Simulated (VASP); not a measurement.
# GaW8C8 in VASP: single point with PBE

Aim: the single point of GaW8C8 with PBE.

Everything below comes from runs of VASP 6.6.1. Logs are shortened: lines on timing, memory, paths and dates and some standing lists are left out, and cuts for length are marked.

### 1 The cell of the first run

The cell holds a slab with vacuum, 17 atoms: a = 5.833 Å, b = 5.833 Å, c = 16.259 Å, α = 90.00°, β = 90.00°, γ = 120.00°.

### 2 Single point, PBE

File INCAR:

```
SYSTEM = GaW8C8
  PREC = Accurate
  ENCUT = 520
  EDIFF = 1E-7
  ISMEAR = 0
  SIGMA = 0.1
  LREAL = Auto
  LASPH = .TRUE.
  NELM = 100
  ALGO = Normal
  ISIF = 2
  LWAVE = .FALSE.
  LCHARG = .TRUE.
  GGA = PE
  LELF = .TRUE.
  LVHAR = .TRUE.
  NBANDS = 92
```

File KPOINTS:

```
Automatic mesh
0
G
  5 5 1
  0 0 0
```

File POSCAR:

```
GaW8C8
1.0
    5.8331890000      0.0000000000      0.0000000000
   -2.9165940000      5.0516900000      0.0000000000
    0.0000000000      0.0000000000     16.2591540000
W C Ga
8 8 1
Direct
    0.0000000000      0.0000000000      0.0615038150
    0.0003425688     -0.0001963699      0.2359066776
    0.0000000000      0.5000000000      0.0615038150
    0.0003267923      0.5006288984      0.2358889645
    0.4999999143      0.0000000000      0.0615038150
    0.4994762771     -0.0002021106      0.2359071081
    0.5000000857      0.5000000000      0.0615038150
    0.5000701840      0.5001302534      0.2398936624
    0.3337069732      0.1673794314      0.1427044113
    0.3332163952      0.1664078754      0.3104904474
    0.3336933631      0.6665211048      0.1426893429
    0.3331030007      0.6668225881      0.3105212608
    0.8333810954      0.1667449903      0.1414665855
    0.8333574877      0.1667022323      0.3029872280
    0.8328569751      0.6665203130      0.1426957393
    0.8337306664      0.6668156597      0.3105211993
    1.1666506856      0.8332726276      0.3922186234
```

Potentials or basis: VASP PAW PBE potentials, release 64 (W_sv, C, Ga_d).

Started as:

```sh
> cat potpaw_PBE.64/W_sv/POTCAR potpaw_PBE.64/C/POTCAR potpaw_PBE.64/Ga_d/POTCAR > POTCAR
> mpirun -np 1 vasp_std > vasp.out
```

OUTCAR:

```text
SYSTEM = GaW8C8
   PREC = Accurate
   ENCUT = 520
   EDIFF = 1E-7
   ISMEAR = 0
   LREAL = Auto
   LASPH = .TRUE.
   NELM = 100
   ISIF = 2
   GGA = PE

 ion  position               nearest neighbor table
   1  0.000  0.000  0.062-  13 2.13  15 2.14   9 2.14   2 2.84   5 2.92   3 2.92   3 2.92   7 2.92
                             7 2.92   5 2.92
   2  0.000  1.000  0.236-  14 2.01  10 2.07  16 2.07  15 2.27   9 2.27  13 2.28   1 2.84   6 2.91
                             4 2.91   8 2.92   8 2.92   4 2.92   6 2.92  17 3.05
   3  0.000  0.500  0.062-  13 2.13  15 2.14  11 2.14   4 2.84   7 2.92   1 2.92   1 2.92   5 2.92
                             5 2.92   7 2.92
   4  0.000  0.501  0.236-  14 2.01  12 2.07  16 2.07  15 2.27  11 2.27  13 2.28   3 2.84   6 2.91
                             2 2.91   8 2.92   8 2.92   2 2.92   6 2.92  17 3.05
   5  0.500  0.000  0.062-  13 2.13  11 2.14   9 2.14   6 2.84   7 2.92   1 2.92   3 2.92   7 2.92
                             3 2.92   1 2.92
   6  0.499  1.000  0.236-  14 2.01  10 2.07  12 2.07  11 2.27   9 2.27  13 2.28   5 2.84   2 2.91
                             4 2.91   8 2.92   8 2.92   4 2.92   2 2.92  17 3.05
   7  0.500  0.500  0.062-   9 2.14  11 2.14  15 2.14   8 2.90   5 2.92   3 2.92   1 2.92   5 2.92
                             1 2.92   3 2.92
   8  0.500  0.500  0.240-  10 2.04  12 2.04  16 2.04   9 2.31  15 2.31  11 2.31   7 2.90   6 2.92
                             2 2.92   4 2.92   4 2.92   2 2.92   6 2.92
   9  0.334  0.167  0.143-   7 2.14   5 2.14   1 2.14   6 2.27   2 2.27   8 2.31
  10  0.333  0.166  0.310-   8 2.04   6 2.07   2 2.07  17 2.14
  11  0.334  0.667  0.143-   7 2.14   5 2.14   3 2.14   6 2.27   4 2.27   8 2.31
  12  0.333  0.667  0.311-   8 2.04   4 2.07   6 2.07  17 2.14
  13  0.833  0.167  0.141-   3 2.13   1 2.13   5 2.13   4 2.28   2 2.28   6 2.28
  14  0.833  0.167  0.303-   6 2.01   2 2.01   4 2.01
  15  0.833  0.667  0.143-   7 2.14   1 2.14   3 2.14   2 2.27   4 2.27   8 2.31
  16  0.834  0.667  0.311-   8 2.04   4 2.07   2 2.07  17 2.14
  17  0.167  0.833  0.392-  12 2.14  16 2.14  10 2.14   4 3.05   6 3.05   2 3.05

  LATTYP: Found a hexagonal cell.
 ALAT       =     5.8331890000
 C/A-ratio  =     2.7873525099

  Lattice vectors:

 A1 = (   5.8331890000,   0.0000000000,   0.0000000000)
 A2 = (  -2.9165940000,   5.0516900000,   0.0000000000)
 A3 = (   0.0000000000,   0.0000000000,  16.2591540000)

Analysis of symmetry for initial positions (statically):
=====================================================================
 Subroutine PRICEL returns:
 Original cell was already a primitive cell.

 Routine SETGRP: Setting up the symmetry group for a
 hexagonal supercell.

 Subroutine GETGRP returns: Found  1 space group operations
 (whereof  1 operations were pure point group operations)
 out of a pool of 24 trial point group operations.

The static configuration has the point symmetry C_1 .

Analysis of symmetry for dynamics (positions and initial velocities):
=====================================================================
 Subroutine PRICEL returns:
 Original cell was already a primitive cell.

 Routine SETGRP: Setting up the symmetry group for a
 hexagonal supercell.

 Subroutine GETGRP returns: Found  1 space group operations
 (whereof  1 operations were pure point group operations)
 out of a pool of 24 trial point group operations.

The dynamic configuration has the point symmetry C_1 .

 Subroutine INISYM returns: Found  1 space group operations
 (whereof  1 operations are pure point group operations),
 and found     1 'primitive' translations

----------------------------------------------------------------------------------------

                                     Primitive cell

  volume of cell :     479.1160

  direct lattice vectors                    reciprocal lattice vectors
     5.833189000  0.000000000  0.000000000     0.171432813  0.098976761  0.000000000
    -2.916594000  5.051690000  0.000000000     0.000000000  0.197953556  0.000000000
     0.000000000  0.000000000 16.259154000     0.000000000  0.000000000  0.061503815

  length of vectors
     5.833189000  5.833188872 16.259154000     0.197953552  0.197953556  0.061503815

  position of ions in fractional coordinates (direct lattice)
     0.000000000  0.000000000  0.061503815
     0.000342569  0.999803630  0.235906678
     0.000000000  0.500000000  0.061503815
[... 44 lines left out ...]

  Cartesian coordinates                     Fractional coordinates (reciprocal lattice)
     0.034286563  0.019795352  0.000000000     0.200000000  0.000000000  0.000000000
     0.000000000  0.039590711  0.000000000     0.000000000  0.200000000  0.000000000
     0.000000000  0.000000000  0.061503815     0.000000000  0.000000000  1.000000000

  Length of vectors
     0.039590710  0.039590711  0.061503815

  Shift w.r.t. Gamma in fractional coordinates (k-lattice)
     0.000000000  0.000000000  0.000000000

 Subroutine IBZKPT returns following result:
 ===========================================

 Found     13 irreducible k-points:

 Following reciprocal coordinates:
            Coordinates               Weight
  0.000000  0.000000  0.000000      1.000000
  0.200000  0.000000  0.000000      2.000000
  0.000000  0.200000  0.000000      2.000000
 -0.200000  0.200000  0.000000      2.000000
  0.400000  0.000000  0.000000      2.000000
  0.000000  0.400000  0.000000      2.000000
 -0.400000  0.400000  0.000000      2.000000
  0.200000  0.200000  0.000000      2.000000
 -0.200000  0.400000  0.000000      2.000000
 -0.400000  0.200000  0.000000      2.000000
  0.400000  0.200000  0.000000      2.000000
 -0.200000 -0.400000  0.000000      2.000000
  0.400000  0.400000  0.000000      2.000000
   k-points           NKPTS =     13   k-points in BZ     NKDIM =     13   number of bands    NBANDS=     92
   number of dos      NEDOS =    301   number of ions     NIONS =     17
   total plane-waves  NPLWV = 290304
   dimension x,y,z NGX =    48 NGY =   48 NGZ =  126
   dimension x,y,z NGXF=    96 NGYF=   96 NGZF=  252
   ions per type =               8   8   1
   NGX,Y,Z   is equivalent  to a cutoff of  13.68, 13.68, 12.88 a.u.
   NGXF,Y,Z  is equivalent  to a cutoff of  27.36, 27.36, 25.77 a.u.
 SYSTEM =  GaW8C8
   PREC   = accura    normal or accurate (medium, high low for compatibility)
   ISTART =      0    job   : 0-new  1-cont  2-samecut
   ICHARG =      2    charge: 1-file 2-atom 10-const
   ISPIN  =      1    spin polarized calculation?
   LNONCOLLINEAR =      F non collinear calculations
   LSORBIT =      F    spin-orbit coupling
   LASPH  =      T    aspherical Exc in radial PAW
   ENCUT  =  520.0 eV  38.22 Ry    6.18 a.u.  10.85 10.85 30.23*2*pi/ulx,y,z
   NELM   =    100;   NELMIN=  2; NELMDL= -5     # of ELM steps
   EDIFF  = 0.1E-06   stopping-criterion for ELM
   LREAL  =      T    real-space projection
   EDIFFG = 0.1E-05   stopping-criterion for IOM
   NSW    =      0    number of steps for IOM
   IBRION =     -1    ionic relax: 0-MD 1-quasi-New 2-CG
   NFREE  =      0    steps in history (QN), initial steepest desc. (CG)
   ISIF   =      2    stress and relaxation
   ISYM   =      2    0-nonsym 1-usesym 2-fastsym
   POTIM  = 0.5000    time-step for ionic-motion
   TEBEG  =    0.0;   TEEND  =   0.0 temperature during run
   PSTRESS=    0.0 pullay stress
   NELECT =     157.0000    total number of electrons
   NUPDOWN=      -1.0000    fix difference up-down
   EMIN   =  10.00;   EMAX   =-10.00  energy-range for DOS
   EFERMI =   0.00;   METHOD = LEGACY
   ISMEAR =     0;   SIGMA  =   0.10  broadening in eV -4-tet -1-fermi 0-gaus
   EFERMI_NEDOS =   21; number of points for ismear=-14 and -15
   IALGO  =     38    algorithm
   IMIX   =      4    mixing-type and parameters
     AMIX     =   0.40;   BMIX     =  1.00
     AMIX_MAG =   1.60;   BMIX_MAG =  1.00
  volume/ion in A,a.u.               =      28.18       190.19
  Fermi-wavevector in a.u.,A,eV,Ry     =   1.128655  2.132848 17.331942  1.273862
  Thomas-Fermi vector in A             =   2.265346
   LORBIT       =      0    0 simple, 1 ext, 2 COOP (PROOUT), +10 PAW based schemes
   GGA     = PE    functional components
   LHFCALC =     F    Hartree Fock is set to
   AEXX    =    0.0000 exact exchange contribution
   IVDW    =     0    specifies the selected vdW correction
   LEPSILON=     F    determine dielectric tensor
   LRPA    =     F    only Hartree local field effects (RPA)
 non-spin polarized calculation
 Gauss-broadening in eV      SIGMA  =   0.10
  energy-cutoff  :      520.00
  volume of cell :      479.12
 maximum number of plane-waves:     12917
 NGX is ok and might be reduce to    48
   NGX = 21   NGY = 21   NGZ = 61

 number of electron     156.9999994 magnetization

 Free energy of the ion-electron system (eV)
  ---------------------------------------------------
  ext. energy  EPLUGINS =         0.00000000
  ---------------------------------------------------
  free energy    TOTEN  =      -166.69395885 eV

  energy without entropy =     -166.63964608  energy(sigma->0) =     -166.66680247

 E-fermi :   0.9662     XC(G=0):  -6.5119

 val. band max:        0.9587085869   @ k =   0.0000   0.2000   0.0000
 cond. band min:       0.9806566105   @ k =   0.2000   0.2000   0.0000
 fundamental gap:      0.0219480236
 Fermi energy:         0.9662021791

 k-point     1 :       0.0000    0.0000    0.0000
  band No.  band energies     occupation
      1     -73.0454      2.00000
      2     -72.9748      2.00000
      3     -72.9573      2.00000
      4     -72.9411      2.00000
      5     -72.9407      2.00000
      6     -72.9116      2.00000
[... 1198 lines left out ...]
     89       3.1549      0.00000
     90       3.2417      0.00000
 [bands above 90 left out]

------------------------ aborting loop because EDIFF is reached ----------------------------------------

  FORCE on cell =-STRESS in cart. coord.  units (eV):
  Direction    XX          YY          ZZ          XY          YZ          ZX
  --------------------------------------------------------------------------------------
  -------------------------------------------------------------------------------------
  Total        3.0695647      3.0732496      0.9379931     -0.0015237     -0.0141478     -0.0021490
  in kB       10.2647100     10.2770327      3.1366753     -0.0050953     -0.0473106     -0.0071863
  external PRESSURE =       7.8928060 kB  Pullay stress =       0.0000000 kB

 VOLUME and BASIS-vectors are now :
 -----------------------------------------------------------------------------
  energy-cutoff  :      520.00
  volume of cell :      479.12
      direct lattice vectors                 reciprocal lattice vectors
     5.833189000  0.000000000  0.000000000     0.171432813  0.098976761  0.000000000
    -2.916594000  5.051690000  0.000000000     0.000000000  0.197953556  0.000000000
     0.000000000  0.000000000 16.259154000     0.000000000  0.000000000  0.061503815

 POSITION                                       TOTAL-FORCE (eV/Angst)
 -----------------------------------------------------------------------------------
      0.00000      0.00000      1.00000         0.066499     -0.033104     -0.198304
     -2.91402      5.05070      3.83564         0.009290     -0.009069     -0.025764
     -1.45830      2.52584      1.00000         0.000395      0.079132     -0.199934
     -1.45823      2.52902      3.83536        -0.000867      0.011493     -0.022075
      2.91659      0.00000      1.00000        -0.065176     -0.032848     -0.198745
     -0.00247      5.05067      3.83565        -0.008954     -0.008114     -0.026074
[... 9 lines left out ...]
      2.91848      3.36855      5.04881        -0.009160     -0.000344      0.069137
     -1.45821      4.20944      6.37714        -0.000163      0.000473      0.027128
 -----------------------------------------------------------------------------------
    total drift:                               -0.000586      0.003973     -0.020699

  FREE ENERGIE OF THE ION-ELECTRON SYSTEM (eV)
  ---------------------------------------------------
  free  energy   TOTEN  =      -166.6939588491 eV

  energy  without entropy=     -166.6396460825  energy(sigma->0) =     -166.66680247
```

Run time: 36 min. Hardware: 1 thread of Intel Xeon 8259CL, shared host; peak memory 0.83 GiB.

Results:

```
Free energy            : -166.6940 eV
Largest force          : 0.360 eV/Å
Band gap on the k mesh : zero (an odd number of electrons rules out a gap without spin polarisation)
```

Forces on the atoms (eV/Å):
```
W    0.066 -0.033 -0.198
W    0.009 -0.009 -0.026
W    0.000  0.079 -0.200
W   -0.001  0.011 -0.022
W   -0.065 -0.033 -0.199
W   -0.009 -0.008 -0.026
W    0.001  0.005  0.360
W    0.001 -0.003 -0.011
C   -0.001  0.001 -0.014
C   -0.001  0.007  0.075
C    0.005 -0.007 -0.012
C    0.010 -0.001  0.069
C   -0.001 -0.003  0.006
C    0.000  0.001  0.114
C   -0.006 -0.007 -0.013
C   -0.009  0.000  0.069
Ga   0.000  0.000  0.027
```

Levels at points of the mesh, in eV from the Fermi level:
| k point | band 74 | band 75 | band 76 | band 77 | band 78 | band 79 | band 80 | band 81 | band 82 | band 83 |
| --- | --- | --- | --- | --- | --- | --- | --- | --- | --- | --- |
| (0.00, 0.00, 0.00) | -0.79 | 0.26 | 0.26 | 0.36 | 0.36 | 0.45 | 0.66 | 0.66 | 1.19 | 1.59 |

Caveat: there is no dipole correction, which matters where the two faces differ; spin-orbit coupling is left out, which moves the levels of the heavy elements; an odd number of electrons without spin polarisation forces a metal; a magnetic or distorted state may lie lower.

The gap in the log of VASP goes by the Fermi energy; the results here count the filled bands.